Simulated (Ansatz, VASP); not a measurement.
# Two plane-wave programs on In6Te

```
In Te
1.0
     9.12990    0.00000    0.00000
    -4.56495    7.90673    0.00000
     0.00000    0.00000    3.32463
In Te
6 1
Direct
  0.00000 0.33210 0.50000
  0.66790 0.66790 0.50000
  0.33210 0.00000 0.50000
  0.00000 0.66790 0.50000
  0.33210 0.33210 0.50000
  0.66790 0.00000 0.50000
  0.00000 0.00000 0.00000
```

Change from the starting cell: species swapped into the LiC6 type (P6/mmm, No. 191).

Alike in both runs: functional PBE; k mesh 3 × 3 × 6; occupations gaussian, width 0.1 eV; no spin polarisation.

Ansatz relaxed the structure, and its values are those at the end. VASP's run is a single point on that final structure, the one shown.

|  | VASP | Ansatz |
| --- | --- | --- |
| version | VASP 6.6.1 | Ansatz 0.2.0 |
| potentials or method | VASP PAW PBE potentials, release 64 (In_d, Te), cutoff 520 eV | scalar-relativistic, plane waves, PAW |
| valence electrons in the cell | 84 | 94 |

|  | VASP | Ansatz | Ansatz less VASP |
| --- | --- | --- | --- |
| gap on the k mesh at the Fermi level (eV) | none | none | - |
| pressure (GPa) | 0.0 | 0.0 | +0.02 |

A gap of «none» marks a metal or a gap that the smearing closes. VASP's potentials hold 84 valence electrons a cell and Ansatz's 94, so a difference there can come from the potentials and not from the codes.

Neither program's run includes spin-orbit coupling.
